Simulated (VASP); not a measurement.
Rb: single point with PBE

The system is Rb.

```
CELL_PARAMETERS angstrom
-2.84257 2.84257 2.84257
2.84257 -2.84257 2.84257
2.84257 2.84257 -2.84257
ATOMIC_POSITIONS crystal
Rb 0.00000 0.00000 0.00000
```

- Program: VASP 6.6.1
- Task: single point
- Functional: PBE
- Potentials or basis: VASP PAW PBE potentials, release 64 (Rb_sv)
- Cutoff: 520 eV
- k mesh: 6 × 6 × 6
- Occupations: gaussian, width 0.05 eV
- Spin: no spin polarisation
- Dipole correction: no
- Further INCAR settings: ALGO = Normal; EDIFF = 1e-07; NBANDS = 10

```json
{"Pressure": "0.0 GPa"}
```

Levels at points of the mesh, in eV from the Fermi level:
| k point | band 2 | band 3 | band 4 | band 5 | band 6 | band 7 |
| --- | --- | --- | --- | --- | --- | --- |
| (0.00, 0.00, 0.00) | -12.97 | -12.97 | -12.97 | -1.98 | 3.65 | 3.65 |
| (0.50, 0.00, 0.00) | -13.06 | -13.00 | -12.97 | 0.22 | 0.75 | 2.56 |
| (0.50, 0.50, 0.50) | -13.04 | -13.04 | -13.04 | 1.25 | 1.25 | 3.21 |

It took 19 s on 1 thread of AMD EPYC 7R13 Processor (Zen 3), with other jobs on the host, peak memory 0.2 GiB.
